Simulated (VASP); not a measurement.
# Pd (a cell with a defect): single point with PBE

Pd (a cell with a defect):

```
Pd
1.0
     0.00000    3.89300    3.89300
     3.89300    0.00000    3.89300
     3.89300    3.89300    0.00000
Pd
7
Cartesian
  0.4577 0.4577 0.0000
  2.0036 -0.0313 2.1024
  3.8617 2.0036 1.7906
  -0.0313 2.0036 2.1024
  2.0036 3.8617 1.7906
  1.9697 1.9697 3.8930
  3.8472 3.8472 3.8930
```

```json
{"Program": "VASP 6.6.1", "Task": "single point", "Functional": "PBE", "Potentials or basis": "VASP PAW PBE potentials, release 64 (Pd)", "Cutoff": "520 eV", "k mesh": "2 × 2 × 2", "Occupations": "gaussian, width 0.1 eV", "Spin": "no spin polarisation"}
```

* Pressure: -4.2 GPa
* Largest force: 1.282 eV/Å
* Band gap on the k mesh: zero (band 35 reaches 8.03 eV, above the bottom of band 36 at 7.44 eV)

Forces in eV/Å, atoms in the order of the input:
```
Pd  -0.906 -0.906  0.000
Pd   0.148  0.185 -0.051
Pd   0.185  0.148  0.051
Pd   0.185  0.148 -0.051
Pd   0.148  0.185  0.051
Pd   0.121  0.121  0.000
Pd   0.120  0.120  0.000
```

Stress tensor (GPa, compression positive):
```
-4.49 -0.18  0.00
-0.18 -4.49  0.00
 0.00  0.00 -3.66
```

Levels at points of the mesh, in eV from the Fermi level:
| k point | band 31 | band 32 | band 33 | band 34 | band 35 | band 36 | band 37 | band 38 | band 39 | band 40 |
| --- | --- | --- | --- | --- | --- | --- | --- | --- | --- | --- |
| (0.00, 0.00, 0.00) | -0.04 | -0.01 | 0.01 | 0.11 | 0.18 | 0.33 | 1.58 | 2.02 | 2.04 | 2.31 |
| (0.50, 0.00, 0.00) | -0.78 | -0.63 | -0.31 | -0.20 | -0.03 | 0.00 | 0.03 | 3.09 | 3.25 | 3.57 |
| (0.00, 0.00, 0.50) | -0.87 | -0.79 | -0.68 | -0.15 | 0.00 | 0.05 | 0.17 | 3.07 | 3.50 | 3.59 |
| (0.50, 0.50, 0.00) | -1.07 | -0.85 | -0.76 | -0.53 | -0.28 | -0.25 | 0.31 | 1.72 | 2.31 | 2.61 |
| (0.00, 0.50, 0.50) | -1.04 | -0.94 | -0.67 | -0.55 | -0.52 | -0.40 | 0.16 | 1.80 | 2.44 | 2.52 |

It took 22 s on 1 thread of Intel(R) Xeon(R) 6975P-C (Granite Rapids), on a shared host, peak memory 0.24 GiB.

Caveat: the k points lie up to 0.70 Å⁻¹ apart.
